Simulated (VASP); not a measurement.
Set up this calculation in VASP 6.6.1, as the native input.

- Task: electric field gradients
- Functional: PBE
- Potentials or basis: VASP PAW PBE potentials, release 64 (Ti_sv)
- Cutoff: 520 eV
- k mesh: 14 × 14 × 14
- Occupations: fermi-dirac, width 0.05 eV
- Spin: no spin polarisation
- Dipole correction: no
- Further INCAR settings: ALGO = Normal; EDIFF = 1e-08; NBANDS = 12

The structure of Ti lies in POSCAR:

```
Ti
1.0
   -1.6545625985      1.6545625985      1.6545625985
    1.6545625985     -1.6545625985      1.6545625985
    1.6545625985      1.6545625985     -1.6545625985
Ti
1
Direct
    0.0000000000      0.0000000000      0.0000000000
```

This cell differs from its parent crystal: volume scaled by 1.025.

These files were run (other wordings do the same):

INCAR

```
  PREC = Accurate
  ENCUT = 520
  EDIFF = 1E-8
  ISMEAR = -1
  SIGMA = 0.05
  LREAL = F
  LASPH = T
  NELM = 100
  ALGO = Normal
  ISIF = 2
  LWAVE = F
  LCHARG = F
  GGA = PE
  LEFG = T
  NBANDS = 12
```

KPOINTS

```
Automatic mesh
0
Gamma
  14 14 14
```

Potentials or basis: VASP PAW PBE potentials, release 64 (Ti_sv).

Command:

```sh
$ cat potpaw_PBE.64/Ti_sv/POTCAR > POTCAR
$ mpirun -np 1 vasp_std > vasp.out
```

Results of the run:

```json
{"Pressure": "-4.9 GPa", "Band gap on the k mesh": "zero (band 6 reaches 8.60 eV, above the bottom of band 7 at 7.01 eV)"}
```

Caveat: without QUAD_EFG the Cq values of the log hold for a quadrupole moment of 1 mb, not for the nuclei.

Run time: 8.6 s on 1 thread of Intel(R) Xeon(R) 6975P-C (Granite Rapids) (shared host), peak memory 0.15 GiB.
